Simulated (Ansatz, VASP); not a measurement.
## One calculation of Zn, two programs

File INCAR:

```
SYSTEM = Zn
  PREC = Accurate
  ENCUT = 520
  EDIFF = 1E-6
  ISMEAR = -1
  SIGMA = 0.1
  LREAL = .False.
  LASPH = .True.
  NELM = 60
  ALGO = Normal
  ISIF = 2
  LWAVE = .False.
  LCHARG = .False.
  GGA = PS
  NBANDS = 12
```

File KPOINTS:

```
regular mesh
0
Gamma
  16 16 16
  0 0 0
```

The input POSCAR:

```
Zn
1.0
   -1.5689518969      1.5689518969      1.5689518969
    1.5689518969     -1.5689518969      1.5689518969
    1.5689518969      1.5689518969     -1.5689518969
Zn
1
Direct
    0.0000000000      0.0000000000      0.0000000000
```

Input for Ansatz:

```yaml
crystal:
  lattice:
    - [-1.5689518969, 1.5689518969, 1.5689518969]
    - [1.5689518969, -1.5689518969, 1.5689518969]
    - [1.5689518969, 1.5689518969, -1.5689518969]
  atoms:
    - { symbol: Zn, position: [0.0, 0.0, 0.0] }
hamiltonian:
  xc: pbesol
  pseudopotentials:
    kind: paw
    azcp:
      Zn: "pseudopotentials/Zn.paw.azcp"
basis:
  ecutwfc: 420
  fft_grid_basis: typed
kpoints:
  mp_grid: { grid: [16, 16, 16], shift: [0, 0, 0] }
magnetization:
  spin_polarized: false
scf:
  occupations: { method: fermi_dirac, width: 0.1 }
  lower_state_search: "off"
output:
  stress: true
```

Alike in both runs: task single point; functional PBEsol; k mesh 16 × 16 × 16; occupations fermi-dirac, width 0.1 eV; no spin polarisation.

|  | VASP | Ansatz |
| --- | --- | --- |
| version | VASP 6.6.1 | Ansatz 0.2.0 |
| potentials or method | VASP PAW PBE potentials, release 64 (Zn), cutoff 520 eV | plane waves (420 eV) with PAW, scalar-relativistic |
| valence electrons in the cell | 12 | 12 |

```tsv
	VASP	Ansatz	Ansatz less VASP
pressure (GPa)	-4.6	-5.0	-0.39
```

VASP's potentials were made for PBE, not for PBEsol, and Ansatz warns of the same on its side. With one functional, cell and mesh, what is left measures potentials, basis and numerics.
